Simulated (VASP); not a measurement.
Ge:

```
CELL_PARAMETERS angstrom
-2.57449 2.57449 1.39741
2.57449 -2.57449 1.39741
2.57449 2.57449 -1.39741
ATOMIC_POSITIONS crystal
Ge 0.25000 0.75000 0.50000
Ge 0.50000 0.50000 0.00000
```

```yaml
Program: VASP 6.6.1
Task: relaxation of cell and atoms
Functional: PBEsol
Dispersion: D3(BJ)
Potentials_or_basis: VASP PAW PBE potentials, release 64 (Ge_d)
Cutoff: 600 eV
k_mesh: 12 × 12 × 12
Occupations: methfessel-paxton, width 0.1 eV
Spin: no spin polarisation
```

At the start: pressure -3.8 GPa; volume 18.52 Å³/atom.

Question: Where does the relaxation end?

Answer: Over 5 steps the energy falls by 10.7 meV/atom and the volume is 17.69 Å³/atom (-4.5 %); space group I4_1/amd (No. 141, to 0.1 Å) before and after.

Step by step:
```
step  energy change (eV)  largest force (eV/Å)  pressure (GPa)  volume (Å³)
   1              0.0000                0.0000           -3.83        37.05
   2             -0.0183                0.0000            1.61        34.73
   3             -0.0213                0.0000            0.12        35.34
   4             -0.0213                0.0000           -0.16        35.38
   5             -0.0214                0.0000           -0.08        35.39
```

Final structure:
```yaml
crystal:
  lattice:
    - [-2.53083, 2.53083, 1.38113]
    - [2.53083, -2.53083, 1.38113]
    - [2.53083, 2.53083, -1.38113]
  atoms:
    - { symbol: Ge, position: [0.25000, 0.75000, 0.50000] }
    - { symbol: Ge, position: [0.50000, 0.50000, 0.00000] }
```

Caveat: the PAW data sets were made with another functional, which shifts forces and pressure a little.
